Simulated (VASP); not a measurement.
# AlNi (P4/mmm) in VASP: further runs

AlNi is run at these levels: PBE; tasks: single point, relaxation of cell and atoms, relaxation of shape and atoms at fixed volume.

Everything below comes from runs of VASP 6.6.1. Logs are shortened: lines on timing, memory, paths and dates and some standing lists are left out, and cuts for length are marked.

**1. The cell of the first run**

The typed cell holds 2 atoms: a = 2.876 Å, b = 2.876 Å, c = 2.878 Å, α = 90.00°, β = 90.00°, γ = 90.00°.

**2. Single point, PBE**

File INCAR:

```
ALGO = Normal ; EDIFF = 1E-6
ENCUT = 520 ; GGA = PE
ISIF = 2 ; ISMEAR = -1
LASPH = True ; LCHARG = False
LREAL = False ; LWAVE = False
NBANDS = 14 ; NELM = 60
PREC = Accurate ; SIGMA = 0.15
```

File KPOINTS:

```
k-points
0
Gamma
  16 16 14
```

File POSCAR:

```
AlNi
1.0
    2.0337166385     -2.0337166385      0.0000000000
    2.0337166385      2.0337166385      0.0000000000
    0.0000000000      0.0000000000      2.8779298902
Al Ni
1 1
Direct
    0.0000000000      0.0000000000      0.0000000000
    0.5000000000      0.5000000000      0.5000000000
```

Potentials or basis: VASP PAW PBE potentials, release 64 (Al, Ni).

Launch:

```bash
$ cat potpaw_PBE.64/Al/POTCAR potpaw_PBE.64/Ni/POTCAR > POTCAR
$ mpirun -np 1 vasp_std > vasp.out
```

OUTCAR:

```text
EDIFF = 1E-6
   ENCUT = 520
   GGA = PE
   ISIF = 2
   ISMEAR = -1
   LASPH = True
   LREAL = False
   NELM = 60
   PREC = Accurate

 ion  position               nearest neighbor table
   1  0.000  0.000  0.000-   2 2.49   2 2.49   2 2.49   2 2.49   2 2.49   2 2.49   2 2.49   2 2.49

   2  0.500  0.500  0.500-   1 2.49   1 2.49   1 2.49   1 2.49   1 2.49   1 2.49   1 2.49   1 2.49

  LATTYP: Found a simple tetragonal cell.
 ALAT       =     2.8761096522
 C/A-ratio  =     1.0006328820

  Lattice vectors:

 A1 = (   2.0337166385,  -2.0337166385,   0.0000000000)
 A2 = (   2.0337166385,   2.0337166385,   0.0000000000)
 A3 = (   0.0000000000,   0.0000000000,   2.8779298902)

Analysis of symmetry for initial positions (statically):
=====================================================================
 Subroutine PRICEL returns:
 Original cell was already a primitive cell.

 Routine SETGRP: Setting up the symmetry group for a
 simple tetragonal supercell.

 Subroutine GETGRP returns: Found 16 space group operations
 (whereof 16 operations were pure point group operations)
 out of a pool of 16 trial point group operations.

The static configuration has the point symmetry D_4h.

Analysis of symmetry for dynamics (positions and initial velocities):
=====================================================================
 Subroutine PRICEL returns:
 Original cell was already a primitive cell.

 Routine SETGRP: Setting up the symmetry group for a
 simple tetragonal supercell.

 Subroutine GETGRP returns: Found 16 space group operations
 (whereof 16 operations were pure point group operations)
 out of a pool of 16 trial point group operations.

The dynamic configuration has the point symmetry D_4h.

 Subroutine INISYM returns: Found 16 space group operations
 (whereof 16 operations are pure point group operations),
 and found     1 'primitive' translations

----------------------------------------------------------------------------------------

                                     Primitive cell

  volume of cell :      23.8063

  direct lattice vectors                    reciprocal lattice vectors
     2.033716639 -2.033716639  0.000000000     0.245855293 -0.245855293  0.000000000
     2.033716639  2.033716639  0.000000000     0.245855293  0.245855293  0.000000000
     0.000000000  0.000000000  2.877929890     0.000000000  0.000000000  0.347471981

  length of vectors
[... 84 lines left out ...]
   EDIFFG = 0.1E-04   stopping-criterion for IOM
   NSW    =      0    number of steps for IOM
   IBRION =     -1    ionic relax: 0-MD 1-quasi-New 2-CG
   NFREE  =      0    steps in history (QN), initial steepest desc. (CG)
   ISIF   =      2    stress and relaxation
   ISYM   =      2    0-nonsym 1-usesym 2-fastsym
   POTIM  = 0.5000    time-step for ionic-motion
   TEBEG  =    0.0;   TEEND  =   0.0 temperature during run
   PSTRESS=    0.0 pullay stress
   NELECT =      13.0000    total number of electrons
   NUPDOWN=      -1.0000    fix difference up-down
   EMIN   =  10.00;   EMAX   =-10.00  energy-range for DOS
   EFERMI =   0.00;   METHOD = LEGACY
   ISMEAR =    -1;   SIGMA  =   0.15  broadening in eV -4-tet -1-fermi 0-gaus
   EFERMI_NEDOS =   21; number of points for ismear=-14 and -15
   IALGO  =     38    algorithm
   IMIX   =      4    mixing-type and parameters
     AMIX     =   0.40;   BMIX     =  1.00
     AMIX_MAG =   1.60;   BMIX_MAG =  1.00
  volume/ion in A,a.u.               =      11.90        80.33
  Fermi-wavevector in a.u.,A,eV,Ry     =   1.338111  2.528664 24.361802  1.790542
  Thomas-Fermi vector in A             =   2.466607
   LORBIT       =      0    0 simple, 1 ext, 2 COOP (PROOUT), +10 PAW based schemes
   GGA     = PE    functional components
   LHFCALC =     F    Hartree Fock is set to
   AEXX    =    0.0000 exact exchange contribution
   IVDW    =     0    specifies the selected vdW correction
   LEPSILON=     F    determine dielectric tensor
   LRPA    =     F    only Hartree local field effects (RPA)
 non-spin polarized calculation
  energy-cutoff  :      520.00
  volume of cell :       23.81
 maximum number of plane-waves:       659
 NGX is ok and might be reduce to    24
   NGX = 11   NGY = 11   NGZ = 11

 number of electron      13.0000015 magnetization

 Free energy of the ion-electron system (eV)
  ---------------------------------------------------
  ext. energy  EPLUGINS =         0.00000000
  ---------------------------------------------------
  free energy    TOTEN  =       -10.56627993 eV

  energy without entropy =      -10.50321671  energy(sigma->0) =      -10.53474832

 E-fermi :  10.1039     XC(G=0): -12.0703

 val. band max:       10.1023064966   @ k =   0.4375   0.3125   0.5000
 cond. band min:      10.1095378206   @ k =   0.3125   0.0000   0.0000
 fundamental gap:      0.0072313240
 Fermi energy:        10.1038868138

 k-point     1 :       0.0000    0.0000    0.0000
  band No.  band energies     occupation
      1      -1.0850      2.00000
      2       6.8269      2.00000
      3       6.8269      2.00000
      4       8.5213      1.99995
      5       8.5213      1.99995
      6       8.5226      1.99995
      7      15.5893      0.00000
      8      15.6120      0.00000
      9      15.6120      0.00000
     10      18.2198      0.00000
     11      18.2248      0.00000
     12      23.9068      0.00000
     13      31.0607      0.00000
     14      31.0675      0.00000
[... 377 lines left out ...]
      1       3.3239      2.00000
      2       3.5677      2.00000
      3       7.3632      2.00000
      4       7.7487      2.00000
      5       7.8384      2.00000
      6       8.5097      1.99995
      7       9.4194      1.97936
      8      17.0375      0.00000
      9      18.0250      0.00000
     10      20.5542      0.00000
     11      21.1223      0.00000
     12      21.3523      0.00000
     13      25.4935      0.00000
     14      26.1347      0.00000

 [... further k-points ...]
[... 5 lines left out ...]
  --------------------------------------------------------------------------------------
  -------------------------------------------------------------------------------------
  Total        0.4371976      0.4371976      0.4377386      0.0000000      0.0000000      0.0000000
  in kB       29.4236959     29.4236959     29.4601060      0.0000000      0.0000000      0.0000000
  external PRESSURE =      29.4358326 kB  Pullay stress =       0.0000000 kB

 VOLUME and BASIS-vectors are now :
 -----------------------------------------------------------------------------
  energy-cutoff  :      520.00
  volume of cell :       23.81
      direct lattice vectors                 reciprocal lattice vectors
     2.033716639 -2.033716639  0.000000000     0.245855293 -0.245855293  0.000000000
     2.033716639  2.033716639  0.000000000     0.245855293  0.245855293  0.000000000
     0.000000000  0.000000000  2.877929890     0.000000000  0.000000000  0.347471981

 POSITION                                       TOTAL-FORCE (eV/Angst)
 -----------------------------------------------------------------------------------
      0.00000      0.00000      0.00000         0.000000      0.000000      0.000000
      2.03372      0.00000      1.43896         0.000000      0.000000      0.000000
 -----------------------------------------------------------------------------------
    total drift:                                0.000000     -0.000000     -0.000000

  FREE ENERGIE OF THE ION-ELECTRON SYSTEM (eV)
  ---------------------------------------------------
  free  energy   TOTEN  =       -10.5662799340 eV

  energy  without entropy=      -10.5032167080  energy(sigma->0) =      -10.53474832
```

stdout:

```text
POSCAR found type information on POSCAR AlNi
 POSCAR found :  2 types and       2 ions
 scaLAPACK will be used
 LDA part: xc-table for (Slater+PW92), standard interpolation
 POSCAR, INCAR and KPOINTS ok, starting setup
 FFT: planning ... GRIDC
 FFT: planning ... GRID_SOFT
 FFT: planning ... GRID
 WAVECAR not read
 entering main loop
```

It took 62 s on 1 thread of Intel Xeon 8259CL, shared host; peak memory 0.24 GiB.

Results:

```
Free energy            : -10.5663 eV
Pressure               : 2.9 GPa
Band gap on the k mesh : zero (an odd number of electrons rules out a gap without spin polarisation)
```

Spin polarisation is off, so any magnetic state and its effect on volume and gap are missing.

**3. Single point, PBE (12.36 Å³/atom)**

This run uses another cell than the first one, of 12.36 Å³/atom.

File INCAR:

```
SYSTEM = AlNi
PREC = Accurate
ENCUT = 520
EDIFF = 1E-6
ISMEAR = -1
SIGMA = 0.15
LREAL = .FALSE.
LASPH = .TRUE.
NELM = 60
ALGO = Fast
ISIF = 2
LWAVE = .FALSE.
LCHARG = .TRUE.
GGA = PE
LELF = .TRUE.
LVHAR = .TRUE.
NBANDS = 14
```

File KPOINTS:

```
regular mesh
0
G
  16 16 14
  0 0 0
```

File POSCAR:

```
AlNi
1.0
    2.0596383727     -2.0596383727      0.0000000000
    2.0596383727      2.0596383727      0.0000000000
    0.0000000000      0.0000000000      2.9145921608
Al Ni
1 1
Direct
    0.0000000000      0.0000000000      0.0000000000
    0.5000000000      0.5000000000      0.5000000000
```

Potentials or basis: VASP PAW PBE potentials, release 64 (Al, Ni).

Launch:

```bash
$ cat potpaw_PBE.64/Al/POTCAR potpaw_PBE.64/Ni/POTCAR > POTCAR
$ mpirun -np 1 vasp_std > vasp.out
```

Run time: 82 s. Hardware: 1 thread of Intel Xeon 8259CL, shared host; peak memory 0.25 GiB.

The run converged. Its results:

```
Free energy            : -10.5658 eV
Pressure               : -3.2 GPa
Band gap on the k mesh : zero (an odd number of electrons rules out a gap without spin polarisation)
```

Levels at points of the mesh, in eV from the Fermi level:
```tsv
k point	band 4	band 5	band 6	band 7	band 8	band 9	band 10	band 11
(0.00, 0.00, 0.00)	-1.51	-1.51	-1.51	5.32	5.35	5.35	7.99	8.00
(0.50, 0.00, 0.00)	-2.18	-2.18	-1.42	-0.66	8.22	9.82	9.84	10.53
(0.50, 0.50, 0.00)	-2.81	-2.01	-2.01	-1.01	1.40	2.29	11.88	14.84
(0.00, 0.00, 0.50)	-2.18	-2.18	-1.42	-0.66	8.22	9.84	9.84	10.54
(0.50, 0.00, 0.50)	-2.81	-2.01	-2.01	-1.01	1.39	2.28	11.89	14.85
(0.50, 0.50, 0.50)	-0.98	-0.98	2.01	2.01	2.01	3.38	4.27	4.27
```

Caveat: the cell stands under tension.

**4. Relaxation of cell and atoms, PBE, target pressure 3 GPa, at which the enthalpy is minimised**

This run uses another cell than the first one, of 12.12 Å³/atom.

File INCAR:

```
ALGO = Fast ; EDIFF = 1E-6
EDIFFG = -0.001 ; ENCUT = 600
GGA = PE ; IBRION = 2
ISIF = 3 ; ISMEAR = -1
LASPH = True ; LCHARG = False
LREAL = False ; LWAVE = False
NELM = 80 ; NSW = 80
PREC = Accurate ; PSTRESS = 30.0
SIGMA = 0.15
```

File KPOINTS:

```
k-points
0
Gamma
  16 16 14
```

File POSCAR:

```
AlNi
1.0
    2.0460877279     -2.0460877279      0.0000000000
    2.0460877279      2.0460877279      0.0000000000
    0.0000000000      0.0000000000      2.8954166572
Al Ni
1 1
Direct
    0.0000000000      0.0000000000      0.0000000000
    0.5000000000      0.5000000000      0.5000000000
```

Launch:

```bash
$ cat potpaw_PBE.64/Al/POTCAR potpaw_PBE.64/Ni/POTCAR > POTCAR
$ mpirun -np 1 vasp_std > vasp.out
```

Wall time 5.8 min (1 thread of Intel Xeon 8259CL, shared host); peak memory 0.27 GiB.

Results (log left out):

```
Free energy                                                : -10.5662 eV
Relaxed volume                                             : 11.90 Å³/atom
Relaxed cell                                               : a = 2.876 Å, b = 2.876 Å, c = 2.878 Å, α = 90.00°, β = 90.00°, γ = 90.00°
Space group after relaxing (to 0.1 Å)                      : Pm-3m (No. 221)
Energy change on relaxing (the run minimises the enthalpy) : +2.0 meV/atom
Ionic steps                                                : 27
Pressure after relaxing                                    : 3.0 GPa
Band gap on the k mesh                                     : zero (an odd number of electrons rules out a gap without spin polarisation)
```

The path:
```tsv
step	energy change (eV)	largest force (eV/Å)	pressure (GPa)	volume (Å³)
1	0.0000	0.0000	-0.18	24.24
2	0.0149	0.0000	6.05	23.41
3	0.0040	0.0000	3.02	23.80
4	0.0038	0.0000	2.67	23.81
5	0.0040	0.0000	3.20	23.80
6	0.0039	0.0000	2.87	23.81
7	0.0039	0.0000	3.65	23.81
8	0.0039	0.0000	2.49	23.81
9	0.0039	0.0000	3.20	23.81
10	0.0039	0.0000	2.90	23.81
11	0.0039	0.0000	2.98	23.81
12	0.0039	0.0000	2.97	23.81
13	0.0039	0.0000	2.98	23.81
14	0.0039	0.0000	2.97	23.81
15	0.0039	0.0000	2.97	23.81
16	0.0039	0.0000	2.96	23.81
17	0.0039	0.0000	2.96	23.81
18	0.0039	0.0000	2.96	23.81
19	0.0039	0.0000	2.96	23.81
20	0.0039	0.0000	2.96	23.81
21	0.0039	0.0000	2.96	23.81
22	0.0039	0.0000	2.96	23.81
23	0.0039	0.0000	2.96	23.81
24	0.0039	0.0000	2.97	23.81
25	0.0039	0.0000	2.97	23.81
26	0.0039	0.0000	2.97	23.81
27	0.0039	0.0000	3.01	23.81
```

Final structure:
```
Al Ni
1.0
     2.03370   -2.03370    0.00000
     2.03370    2.03370    0.00000
     0.00000    0.00000    2.87790
Al Ni
1 1
Direct
  0.00000 0.00000 0.00000
  0.50000 0.50000 0.50000
```

Levels at points of the mesh, in eV from the Fermi level:
| k point | band 4 | band 5 | band 6 | band 7 | band 8 | band 9 | band 10 |
| --- | --- | --- | --- | --- | --- | --- | --- |
| (0.00, 0.00, 0.00) | -1.58 | -1.58 | -1.58 | 5.49 | 5.51 | 5.51 | 8.12 |
| (0.50, 0.00, 0.00) | -2.29 | -2.29 | -1.49 | -0.68 | 8.27 | 10.01 | 10.03 |
| (0.50, 0.50, 0.00) | -2.91 | -2.12 | -2.12 | -1.05 | 1.47 | 2.47 | 12.30 |
| (0.00, 0.00, 0.50) | -2.29 | -2.29 | -1.49 | -0.68 | 8.27 | 10.03 | 10.03 |
| (0.50, 0.00, 0.50) | -2.92 | -2.12 | -2.12 | -1.05 | 1.46 | 2.46 | 12.31 |
| (0.50, 0.50, 0.50) | -1.02 | -1.02 | 1.98 | 1.98 | 1.98 | 3.71 | 4.44 |

Caveat: the cell is relaxed towards a set pressure, so the run minimises the enthalpy, not the energy. Spin polarisation is off, so any magnetic state and its effect on volume and gap are missing.

(Part 1 of 2 ends here.)
